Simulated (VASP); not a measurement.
BiTe:

```
Bi Te
1.0
     2.42271    1.39875    3.31729
    -2.42271    1.39875    3.31729
     0.00000   -2.79750    3.31729
Bi Te
1 1
Direct
  0.50000 0.50000 0.50000
  0.00000 0.00000 0.00000
```

```yaml
Program: VASP 6.6.1
Task: relaxation of cell and atoms
Functional: PBEsol
Potentials_or_basis: VASP PAW PBE potentials, release 64 (Bi_d, Te)
Cutoff: 600 eV
k_mesh: 7 × 7 × 7
Occupations: fermi-dirac, width 0.05 eV
Spin: no spin polarisation
```

At the start: pressure -2.3 GPa; volume 33.72 Å³/atom.

**Question.** How do energy, volume and symmetry change on relaxing?

**Answer.** Over 7 steps the energy falls by 12.9 meV/atom and the volume is 31.95 Å³/atom (-5.3 %); space group R-3m (No. 166, to 0.05 Å).

The path:
| step | energy change (eV) | largest force (eV/Å) | pressure (GPa) | volume (Å³) |
| --- | --- | --- | --- | --- |
| 1 | 0.0000 | 0.0000 | -2.32 | 67.45 |
| 2 | -0.0157 | 0.0000 | 1.50 | 62.79 |
| 3 | -0.0230 | 0.0000 | -0.01 | 64.40 |
| 4 | -0.0238 | 0.0000 | -0.01 | 64.33 |
| 5 | -0.0253 | 0.0000 | -0.01 | 64.14 |
| 6 | -0.0255 | 0.0000 | -0.02 | 63.71 |
| 7 | -0.0259 | 0.0000 | -0.01 | 63.91 |

Final structure:
```cif
data_structure
_symmetry_space_group_name_H-M 'P 1'
_symmetry_Int_Tables_number 1
_cell_length_a 4.2262
_cell_length_b 4.2262
_cell_length_c 4.2262
_cell_angle_alpha 69.449
_cell_angle_beta 69.449
_cell_angle_gamma 69.449
_cell_volume 63.91
loop_
_atom_site_label
_atom_site_type_symbol
_atom_site_fract_x
_atom_site_fract_y
_atom_site_fract_z
_atom_site_occupancy
Bi1 Bi 0.50000 0.50000 0.50000 1
Te1 Te 0.00000 0.00000 0.00000 1
```

Caveat: the PAW data sets were made with another functional, which shifts forces and pressure a little.
